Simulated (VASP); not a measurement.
# Ag (P6_3/mmc) in VASP: further runs

Runs on Ag. Level: PBEsol. Tasks: relaxation of cell and atoms.

Everything below comes from runs of VASP 6.6.1. Logs are shortened: lines on timing, memory, paths and dates and some standing lists are left out, and cuts for length are marked.

### 1 The cell of the first run

Symmetry: P6_3/mmc, No. 194, hexagonal system. Conventional cell: a = 2.886 Å, b = 2.886 Å, c = 10.000 Å, α = 90.00°, β = 90.00°, γ = 120.00°. Ag (site symmetry -3m) has 12 Ag at 2.89 to 3.00 Å within 3.8 Å. Within 3.8 Å of Ag (site symmetry -6m2) lie 12 Ag at 2.89 to 3.00 Å.

This isn't the form of Ag at room conditions, which is fcc.

### 2 Relaxation of cell and atoms, PBEsol

File INCAR:

```
ALGO = Normal
EDIFF = 1E-6
EDIFFG = -0.01
ENCUT = 600
GGA = PS
IBRION = 2
ISIF = 3
ISMEAR = -1
LASPH = T
LCHARG = F
LREAL = F
LWAVE = F
NELM = 100
NSW = 60
PREC = Accurate
SIGMA = 0.05
```

File KPOINTS:

```
k-points
0
Gamma
  11 11 3
```

File POSCAR:

```
Ag
1.0
    2.8862000000      0.0000000000      0.0000000000
   -1.4431000000      2.4995225204      0.0000000000
    0.0000000000      0.0000000000     10.0000000000
Ag
4
Direct
    0.0000000000      0.0000000000      0.5000000000
    0.0000000000      0.0000000000      0.0000000000
    0.6666666667      0.3333333333      0.7500000000
    0.3333333333      0.6666666667      0.2500000000
```

Potentials or basis: VASP PAW PBE potentials, release 64 (Ag).

Run with:

```sh
$ cat potpaw_PBE.64/Ag/POTCAR > POTCAR
$ mpirun -np 1 vasp_std > vasp.out
```

OUTCAR:

```text
EDIFF = 1E-6
   EDIFFG = -0.01
   ENCUT = 600
   GGA = PS
   IBRION = 2
   ISIF = 3
   ISMEAR = -1
   LASPH = T
   LREAL = F
   NELM = 100
   NSW = 60
   PREC = Accurate

 ion  position               nearest neighbor table
   1  0.000  0.000  0.500-   3 3.00   4 3.00   4 3.00   3 3.00   3 3.00   4 3.00
   2  0.000  0.000  0.000-   3 3.00   4 3.00   4 3.00   3 3.00   3 3.00   4 3.00
   3  0.667  0.333  0.750-   1 3.00   2 3.00   1 3.00   2 3.00   1 3.00   2 3.00
   4  0.333  0.667  0.250-   1 3.00   2 3.00   1 3.00   2 3.00   1 3.00   2 3.00

  LATTYP: Found a hexagonal cell.
 ALAT       =     2.8862000000
 C/A-ratio  =     3.4647633567

  Lattice vectors:

 A1 = (   2.8862000000,   0.0000000000,   0.0000000000)
 A2 = (  -1.4431000000,   2.4995225204,   0.0000000000)
 A3 = (   0.0000000000,   0.0000000000,  10.0000000000)

Analysis of symmetry for initial positions (statically):
=====================================================================
 Subroutine PRICEL returns:
 Original cell was already a primitive cell.

 Routine SETGRP: Setting up the symmetry group for a
 hexagonal supercell.

 Subroutine GETGRP returns: Found 24 space group operations
 (whereof 12 operations were pure point group operations)
 out of a pool of 24 trial point group operations.

The static configuration has the point symmetry D_3d.
 The point group associated with its full space group is D_6h.

Analysis of symmetry for dynamics (positions and initial velocities):
=====================================================================
 Subroutine PRICEL returns:
 Original cell was already a primitive cell.

 Routine SETGRP: Setting up the symmetry group for a
 hexagonal supercell.

 Subroutine GETGRP returns: Found 24 space group operations
 (whereof 12 operations were pure point group operations)
 out of a pool of 24 trial point group operations.

The dynamic configuration has the point symmetry D_3d.
 The point group associated with its full space group is D_6h.

 Subroutine INISYM returns: Found 24 space group operations
 (whereof 12 operations are pure point group operations),
 and found     1 'primitive' translations

----------------------------------------------------------------------------------------

                                     Primitive cell

  volume of cell :      72.1412

  direct lattice vectors                    reciprocal lattice vectors
     2.886200000  0.000000000  0.000000000     0.346476336  0.200038206  0.000000000
    -1.443100000  2.499522520  0.000000000     0.000000000  0.400076411  0.000000000
     0.000000000  0.000000000 10.000000000     0.000000000  0.000000000  0.100000000

  length of vectors
     2.886200000  2.886200000 10.000000000     0.400076411  0.400076411  0.100000000

  position of ions in fractional coordinates (direct lattice)
     0.000000000  0.000000000  0.500000000
     0.000000000  0.000000000  0.000000000
     0.666666667  0.333333333  0.750000000
     0.333333333  0.666666667  0.250000000

  ion indices of the primitive-cell ions
   primitive index   ion index
                 1           1
                 2           2
                 3           3
                 4           4

----------------------------------------------------------------------------------------

 KPOINTS: k-points

Automatic generation of k-mesh.
 Grid dimensions read from file:
 generate k-points for:   11   11    3

 Generating k-lattice:

  Cartesian coordinates                     Fractional coordinates (reciprocal lattice)
     0.031497849  0.018185291  0.000000000     0.090909091  0.000000000  0.000000000
     0.000000000  0.036370583  0.000000000     0.000000000  0.090909091  0.000000000
     0.000000000  0.000000000  0.033333333     0.000000000  0.000000000  0.333333333

  Length of vectors
     0.036370583  0.036370583  0.033333333

  Shift w.r.t. Gamma in fractional coordinates (k-lattice)
     0.000000000  0.000000000  0.000000000

 Subroutine IBZKPT returns following result:
 ===========================================

 Found     32 irreducible k-points:

 Following reciprocal coordinates:
            Coordinates               Weight
  0.000000  0.000000  0.000000      1.000000
  0.090909  0.000000  0.000000      6.000000
  0.181818  0.000000  0.000000      6.000000
  0.272727 -0.000000  0.000000      6.000000
  0.363636  0.000000  0.000000      6.000000
  0.454545 -0.000000  0.000000      6.000000
[... 16 lines left out ...]
  0.090909  0.090909  0.333333     12.000000
  0.181818  0.090909  0.333333     24.000000
 [... further k-points ...]
   k-points           NKPTS =     32   k-points in BZ     NKDIM =     32   number of bands    NBANDS=     26
   number of dos      NEDOS =    301   number of ions     NIONS =      4
   total plane-waves  NPLWV =  46080
   dimension x,y,z NGX =    24 NGY =   24 NGZ =   80
   dimension x,y,z NGXF=    48 NGYF=   48 NGZF=  160
   ions per type =               4
   NGX,Y,Z   is equivalent  to a cutoff of  13.82, 13.82, 13.30 a.u.
   NGXF,Y,Z  is equivalent  to a cutoff of  27.65, 27.65, 26.60 a.u.
 SYSTEM =  unknown system
   PREC   = accura    normal or accurate (medium, high low for compatibility)
   ISTART =      0    job   : 0-new  1-cont  2-samecut
   ICHARG =      2    charge: 1-file 2-atom 10-const
   ISPIN  =      1    spin polarized calculation?
   LNONCOLLINEAR =      F non collinear calculations
   LSORBIT =      F    spin-orbit coupling
   LASPH  =      T    aspherical Exc in radial PAW
   ENCUT  =  600.0 eV  44.10 Ry    6.64 a.u.   5.76  5.76 19.97*2*pi/ulx,y,z
   NELM   =    100;   NELMIN=  2; NELMDL= -5     # of ELM steps
   EDIFF  = 0.1E-05   stopping-criterion for ELM
   LREAL  =      F    real-space projection
   EDIFFG = -.1E-01   stopping-criterion for IOM
   NSW    =     60    number of steps for IOM
   IBRION =      2    ionic relax: 0-MD 1-quasi-New 2-CG
   NFREE  =      1    steps in history (QN), initial steepest desc. (CG)
   ISIF   =      3    stress and relaxation
   ISYM   =      2    0-nonsym 1-usesym 2-fastsym
   POTIM  = 0.5000    time-step for ionic-motion
   TEBEG  =    0.0;   TEEND  =   0.0 temperature during run
   PSTRESS=    0.0 pullay stress
   NELECT =      44.0000    total number of electrons
   NUPDOWN=      -1.0000    fix difference up-down
   EMIN   =  10.00;   EMAX   =-10.00  energy-range for DOS
   EFERMI =   0.00;   METHOD = LEGACY
   ISMEAR =    -1;   SIGMA  =   0.05  broadening in eV -4-tet -1-fermi 0-gaus
   EFERMI_NEDOS =   21; number of points for ismear=-14 and -15
   IALGO  =     38    algorithm
   IMIX   =      4    mixing-type and parameters
     AMIX     =   0.40;   BMIX     =  1.00
     AMIX_MAG =   1.60;   BMIX_MAG =  1.00
  volume/ion in A,a.u.               =      18.04       121.71
  Fermi-wavevector in a.u.,A,eV,Ry     =   1.388347  2.623595 26.225315  1.927506
  Thomas-Fermi vector in A             =   2.512481
   LORBIT       =      0    0 simple, 1 ext, 2 COOP (PROOUT), +10 PAW based schemes
   GGA     = PS    functional components
   LHFCALC =     F    Hartree Fock is set to
   AEXX    =    0.0000 exact exchange contribution
   IVDW    =     0    specifies the selected vdW correction
   LEPSILON=     F    determine dielectric tensor
   LRPA    =     F    only Hartree local field effects (RPA)
 conjugate gradient relaxation of ions
 non-spin polarized calculation
  energy-cutoff  :      600.00
  volume of cell :       72.14
 maximum number of plane-waves:      2421
 NGX is ok and might be reduce to    24
   NGX = 11   NGY = 11   NGZ = 39

--------------------------------------- Ionic step        1  -------------------------------------------

 number of electron      43.9999999 magnetization

 Free energy of the ion-electron system (eV)
  ---------------------------------------------------
  ext. energy  EPLUGINS =         0.00000000
  ---------------------------------------------------
  free energy    TOTEN  =       -13.06217239 eV

  energy without entropy =      -13.04737771  energy(sigma->0) =      -13.05477505

------------------------ aborting loop because EDIFF is reached ----------------------------------------

  FORCE on cell =-STRESS in cart. coord.  units (eV):
  Direction    XX          YY          ZZ          XY          YZ          ZX
  --------------------------------------------------------------------------------------
  -------------------------------------------------------------------------------------
  Total       -2.7836386     -2.7836386     -4.2656310      0.0000000     -0.0000000      0.0000000
  in kB      -61.8215590    -61.8215590    -94.7349838      0.0000000     -0.0000000      0.0000000
  external PRESSURE =     -72.7927006 kB  Pullay stress =       0.0000000 kB

 VOLUME and BASIS-vectors are now :
 -----------------------------------------------------------------------------
  energy-cutoff  :      600.00
  volume of cell :       72.14
      direct lattice vectors                 reciprocal lattice vectors
     2.886200000  0.000000000  0.000000000     0.346476336  0.200038206  0.000000000
    -1.443100000  2.499522520  0.000000000     0.000000000  0.400076411  0.000000000
     0.000000000  0.000000000 10.000000000     0.000000000  0.000000000  0.100000000
[... 267 lines left out ...]
 POSITION                                       TOTAL-FORCE (eV/Angst)
 -----------------------------------------------------------------------------------
     -0.00000     -0.00000      4.72978        -0.000000      0.000000     -0.000000
     -1.42592      2.46977     -0.00000        -0.000000      0.000000     -0.000000
      1.42592      0.82326      7.09467        -0.000000     -0.000000      0.000000
     -0.00000      1.64651      2.36489         0.000000     -0.000000     -0.000000
 -----------------------------------------------------------------------------------
    total drift:                               -0.000000      0.000000     -0.000000

  FREE ENERGIE OF THE ION-ELECTRON SYSTEM (eV)
  ---------------------------------------------------
  free  energy   TOTEN  =       -13.2261492036 eV

  energy  without entropy=      -13.2090368051  energy(sigma->0) =      -13.21759300

--------------------------------------- Ionic step        9  -------------------------------------------

 number of electron      43.9999994 magnetization

 Free energy of the ion-electron system (eV)
  ---------------------------------------------------
  ext. energy  EPLUGINS =         0.00000000
  ---------------------------------------------------
  free energy    TOTEN  =       -13.22620305 eV

  energy without entropy =      -13.20912328  energy(sigma->0) =      -13.21766316

 E-fermi :   8.6897     XC(G=0): -12.5612

 val. band max:        8.6881058981   @ k =   0.2727   0.1818   0.0000
 cond. band min:       8.6908151657   @ k =   0.1818   0.0000   0.3333
 fundamental gap:      0.0027092676
 Fermi energy:         8.6896945494

 k-point     1 :       0.0000    0.0000    0.0000
  band No.  band energies     occupation
      1       0.5647      2.00000
      2       1.9532      2.00000
      3       1.9544      2.00000
      4       2.0111      2.00000
      5       3.6451      2.00000
      6       3.7086      2.00000
[... 18 lines left out ...]
     25      12.0886      0.00000
     26      19.5321      0.00000
[... 644 lines left out ...]
      4       2.8862      2.00000
      5       3.1074      2.00000
      6       3.2300      2.00000
[... 18 lines left out ...]
     25      14.6251      0.00000
     26      17.5202      0.00000

 [... further k-points ...]

------------------------ aborting loop because EDIFF is reached ----------------------------------------

  FORCE on cell =-STRESS in cart. coord.  units (eV):
  Direction    XX          YY          ZZ          XY          YZ          ZX
  --------------------------------------------------------------------------------------
  -------------------------------------------------------------------------------------
  Total        0.0113696      0.0113696     -0.0156575      0.0000000      0.0000000      0.0000000
  in kB        0.2738145      0.2738145     -0.3770814      0.0000000      0.0000000      0.0000000
  external PRESSURE =       0.0568492 kB  Pullay stress =       0.0000000 kB

 VOLUME and BASIS-vectors are now :
 -----------------------------------------------------------------------------
  energy-cutoff  :      600.00
  volume of cell :       66.53
      direct lattice vectors                 reciprocal lattice vectors
     2.850499007  0.000000000  0.000000000     0.350815769  0.202543578  0.000000000
    -1.425249503  2.468604553 -0.000000000     0.000000000  0.405087157  0.000000000
    -0.000000000 -0.000000000  9.454237106     0.000000000  0.000000000  0.105772680

 POSITION                                       TOTAL-FORCE (eV/Angst)
 -----------------------------------------------------------------------------------
     -0.00000     -0.00000      4.72712        -0.000000     -0.000000     -0.000000
      0.00000     -0.00000      0.00000        -0.000000     -0.000000     -0.000000
      1.42525      0.82287      7.09068         0.000000      0.000000      0.000000
     -0.00000      1.64574      2.36356         0.000000     -0.000000     -0.000000
 -----------------------------------------------------------------------------------
    total drift:                               -0.000000      0.000000     -0.000000

  FREE ENERGIE OF THE ION-ELECTRON SYSTEM (eV)
  ---------------------------------------------------
  free  energy   TOTEN  =       -13.2262030453 eV

  energy  without entropy=      -13.2091232781  energy(sigma->0) =      -13.21766316

 reached required accuracy - stopping structural energy minimisation
```

Run time: 3.7 min. Hardware: 1 thread of Intel Xeon Platinum 8259CL at 2.50GHz (Skylake/Cascade Lake), shared host; peak memory 0.24 GiB.

Results:

```
Free energy                           : -13.2262 eV
Relaxed volume                        : 16.63 Å³/atom
Relaxed cell                          : a = 2.850 Å, b = 2.850 Å, c = 9.454 Å, α = 90.00°, β = 90.00°, γ = 120.00°
Space group after relaxing (to 0.1 Å) : P6_3/mmc (No. 194)
Energy gained by relaxing             : 41.0 meV/atom
Ionic steps                           : 9
Pressure after relaxing               : 0.0 GPa
Band gap on the k mesh                : zero (bands 22 and 23 overlap by 5.84 eV)
```

Step by step:
```csv
step,energy change (eV),largest force (eV/Å),pressure (GPa),volume (Å³)
1,0.0000,0.0000,-7.28,72.14
2,-0.1083,0.0000,5.57,63.91
3,-0.1478,0.0000,0.36,66.48
4,-0.1614,0.0000,0.20,66.45
5,-0.1640,0.0000,0.20,66.41
6,-0.1640,0.0000,0.20,66.41
7,-0.1640,0.0000,0.20,66.42
8,-0.1640,0.0000,-0.17,66.63
9,-0.1640,0.0000,0.01,66.53
```

Final structure:
```xyz
4
Lattice="2.8505 0.0000 0.0000 -1.4252 2.4686 0.0000 0.0000 0.0000 9.4542" Properties=species:S:1:pos:R:3 pbc="T T T"
Ag    0.0000    0.0000    4.7271
Ag    0.0000    0.0000    0.0000
Ag    1.4252    0.8229    7.0907
Ag    0.0000    1.6457    2.3636
```

Levels at points of the mesh, in eV from the Fermi level:
```
           k point  band 20  band 21  band 22  band 23  band 24  band 25  band 26
(0.00, 0.00, 0.00)    -3.52    -3.52    -3.12    -3.12    -0.75     3.40    10.84
```

Caveat: the PAW data sets were made with another functional, which shifts forces and pressure a little.

### 3 Relaxation of cell and atoms, PBEsol

File INCAR:

```
SYSTEM = Ag
PREC = Accurate
ENCUT = 600
EDIFF = 1E-6
ISMEAR = -1
SIGMA = 0.05
LREAL = .False.
LASPH = .True.
NELM = 80
ALGO = Fast
ISIF = 3
LWAVE = .False.
LCHARG = .False.
GGA = PS
IBRION = 2
NSW = 60
EDIFFG = -0.01
```

File KPOINTS:

```
regular mesh
0
Gamma
  11 11 3
  0 0 0
```

POSCAR is that of step 2.

Potentials or basis: VASP PAW PBE potentials, release 64 (Ag).

Run with:

```sh
$ cat potpaw_PBE.64/Ag/POTCAR > POTCAR
$ mpirun -np 1 vasp_std > vasp.out
```

It took 4.2 min on 1 thread of Intel Xeon Platinum 8259CL at 2.50GHz (Skylake/Cascade Lake), shared host; peak memory 0.24 GiB.

It converged, with:

```yaml
Free_energy: -13.2262 eV
Relaxed_volume: 16.63 Å³/atom
Relaxed_cell: a = 2.851 Å, b = 2.851 Å, c = 9.452 Å, α = 90.00°, β = 90.00°, γ = 120.00°
Space_group_after_relaxing_to_0.1_Å: P6_3/mmc (No. 194)
Energy_gained_by_relaxing: 41.0 meV/atom
Ionic_steps: 8
Pressure_after_relaxing: 0.0 GPa
Band_gap_on_the_k_mesh: zero (bands 22 and 23 overlap by 5.83 eV)
```

Step by step:
```csv
step,energy change (eV),largest force (eV/Å),pressure (GPa),volume (Å³)
1,0.0000,0.0000,-7.31,72.14
2,-0.1072,0.0000,5.78,63.88
3,-0.1477,0.0000,0.34,66.49
4,-0.1614,0.0000,0.22,66.46
5,-0.1640,0.0000,0.18,66.42
6,-0.1640,0.0000,0.19,66.42
7,-0.1640,0.0000,-0.11,66.62
8,-0.1640,0.0000,-0.01,66.52
```

Final structure:
```
Ag
1.0
     2.85069    0.00000    0.00000
    -1.42535    2.46877    0.00000
     0.00000    0.00000    9.45187
Ag
4
Direct
  0.00000 0.00000 0.50000
  0.00000 0.00000 0.00000
  0.66667 0.33333 0.75000
  0.33333 0.66667 0.25000
```

Levels at points of the mesh, in eV from the Fermi level:
```csv
k point,band 21,band 22,band 23,band 24,band 25,band 26
"(0.00, 0.00, 0.00)",-3.52,-3.12,-3.12,-0.75,3.40,10.85
```

Caveat: the PAW data sets were made with another functional, which shifts forces and pressure a little.
